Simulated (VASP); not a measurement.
Input of a VASP 6.6.1 run:

INCAR

```
PREC     = Accurate       # precision mode
ENCUT    = 520            # plane-wave cutoff, eV
EDIFF    = 1E-6           # SCF threshold, eV
ISMEAR   = 0              # smearing method
SIGMA    = 0.1            # smearing width, eV
LREAL    = F              # projectors in reciprocal space
LASPH    = T              # aspherical terms in the spheres
NELM     = 100            # most SCF steps
ALGO     = Normal         # electronic algorithm
ISIF     = 2              # what is computed and relaxed
LWAVE    = F              # write WAVECAR
LCHARG   = F              # write CHGCAR
GGA      = PE             # functional
NBANDS   = 20             # bands
```

Contents of KPOINTS:

```
Automatic mesh
0
Gamma
  12 12 12
```

The input POSCAR:

```
Si3Au
1.0
    4.0286328442      0.0000000000      0.0000000000
    0.0000000000      4.0286328442      0.0000000000
    0.0000000000      0.0000000000      4.0286328442
Si Au
3 1
Direct
    0.0000000000      0.5000000000      0.5000000000
    0.5000000000      0.0000000000      0.5000000000
    0.5000000000      0.5000000000      0.0000000000
    0.0000000000      0.0000000000      0.0000000000
```

Potentials or basis: VASP PAW PBE potentials, release 64 (Si, Au).

The run is started by

```console
$ cat potpaw_PBE.64/Si/POTCAR potpaw_PBE.64/Au/POTCAR > POTCAR
$ mpirun -np 1 vasp_std > vasp.out
```

(1) Estimate the band gap on the k mesh.

(2) Estimate the pressure.

## Answers

(1) zero (an odd number of electrons rules out a gap without spin polarisation).

(2) 0.0 GPa.

Caveat: spin-orbit coupling is left out, which moves the levels of the heavy elements.
